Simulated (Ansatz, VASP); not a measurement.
GaN: VASP beside Ansatz

File POSCAR:

```
GaN
1.0
    3.1619129700      0.0000000000      0.0000000000
   -1.5809564800      2.7382969500      0.0000000000
    0.0000000000      0.0000000000      5.1490860600
Ga N
2 2
Direct
    0.3333333300      0.6666666700     -0.0008901400
    0.6666666700      0.3333333300      0.4991098600
    0.3333333300      0.6666666700      0.3758901400
    0.6666666700      0.3333333300      0.8758901400
```

The input INCAR.step1:

```
SYSTEM = GaN
ALGO = Normal ; EDIFF = 1E-4
ENCUT = 520 ; GGA = PE
ISMEAR = -1 ; LASPH = .True.
LCHARG = .False. ; LREAL = .False.
LWAVE = .True. ; NELM = 60
PREC = Accurate ; SIGMA = 0.02
```

File INCAR.step2:

```
SYSTEM = GaN
ALGO = Normal ; EDIFF = 1E-6
EDIFFG = -0.01 ; ENCUT = 520
IBRION = 2 ; ISIF = 2
ISMEAR = -1 ; ISTART = 1
LASPH = .True. ; LCHARG = .False.
LMIXTAU = .True. ; LREAL = .False.
LWAVE = .False. ; METAGGA = R2SCAN
NELM = 60 ; NSW = 50
PREC = Accurate ; SIGMA = 0.02
```

The input KPOINTS:

```
k-points
0
Gamma
  12 12 6
  0 0 0
```

Input for Ansatz:

```yaml
crystal:
  lattice:
    - [3.16191296, 0.0, 0.0]
    - [-1.58095648, 2.73829695, 0.0]
    - [0.0, 0.0, 5.14908606]
  atoms:
    - { symbol: Ga, position: [0.33333333, 0.66666667, -0.00089014] }
    - { symbol: Ga, position: [0.66666667, 0.33333333, 0.49910986] }
    - { symbol: "N", position: [0.33333333, 0.66666667, 0.37589014] }
    - { symbol: "N", position: [0.66666667, 0.33333333, 0.87589014] }
  symmetry: { tolerance: 0.0003 }
hamiltonian:
  xc: r2scan
  pseudopotentials: { kind: paw, azcp: { folder: soft_1 } }
basis:
  ecutwfc: 500
magnetization:
  spin_polarized: false
scf:
  occupations: { method: fermi_dirac, width: 0.02 }
kpoints:
  mp_grid: { grid: [12, 12, 6], shift: [0, 0, 0] }
  band_path:
    path:
      - [0.0, 0.0, 0.0]
      - [0.5, 0.0, 0.0]
      - [0.33333333, 0.33333333, 0.0]
      - [0.0, 0.0, 0.0]
      - [0.0, 0.0, 0.5]
      - [0.5, 0.0, 0.5]
      - [0.33333333, 0.33333333, 0.5]
      - [0.0, 0.0, 0.5]
      - [0.5, 0.0, 0.5]
      - [0.5, 0.0, 0.0]
      - [0.33333333, 0.33333333, 0.5]
    npoints: 7
output:
  forces: true
  stress: true
  eigenvalues: true
  write_potential: true
  elf: true
  volumetric_format: npy
  dos: { e_range: [-12, 8], de: 0.05 }
relax:
  max_steps: 30
```

Alike in both runs: task relaxation of the atoms; functional r2SCAN; k mesh 12 × 12 × 6; occupations fermi-dirac, width 0.02 eV; no spin polarisation.

|  | VASP | Ansatz |
| --- | --- | --- |
| version | VASP 6.6.1 | Ansatz 0.2.0 |
| potentials or method | VASP PAW PBE potentials, release 64 (Ga_d, N), cutoff 520 eV | PAW plane waves |
| valence electrons in the cell | 36 | 36 |

```tsv
	VASP	Ansatz	Ansatz less VASP
gap on the k mesh at the Fermi level, each at its own relaxed structure (eV)	2.48	2.49	+0.010
```

VASP's potentials were made for PBE, not for r2SCAN. Ansatz's warnings: stress scf threshold loose.

Noted on VASP's run: the relaxation stopped at its first step, so nothing moved.
